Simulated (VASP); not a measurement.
Here is a VASP 6.6.1 calculation.

File INCAR:

```
SYSTEM = Ru
ALGO = Normal ; EDIFF = 1E-7
ENCUT = 520 ; GGA = CA
ISIF = 2 ; ISMEAR = -1
LASPH = .True. ; LCHARG = .False.
LREAL = .False. ; LWAVE = .False.
NBANDS = 13 ; NELM = 100
PREC = Accurate ; SIGMA = 0.1
```

KPOINTS

```
k-points
0
Gamma
  17 17 17
  0 0 0
```

File POSCAR:

```
Ru
1.0
    2.4643159239      0.0000000000      0.0000000000
    0.0000000000      2.4643159239      0.0000000000
    0.0000000000      0.0000000000      2.4643159239
Ru
1
Direct
    0.0000000000      0.0000000000      0.0000000000
```

Potentials or basis: VASP PAW LDA potentials, release 64 (Ru_pv).

The run is started by

```console
$ cat potpaw_LDA.64/Ru_pv/POTCAR > POTCAR
$ mpirun -np 1 vasp_std > vasp.out
```

Question: What does it give for the pressure?

Answer: 0.9 GPa.

Question: Predict the band gap on the k mesh.

Answer: Zero (band 7 reaches 15.15 eV, above the bottom of band 8 at 10.16 eV).
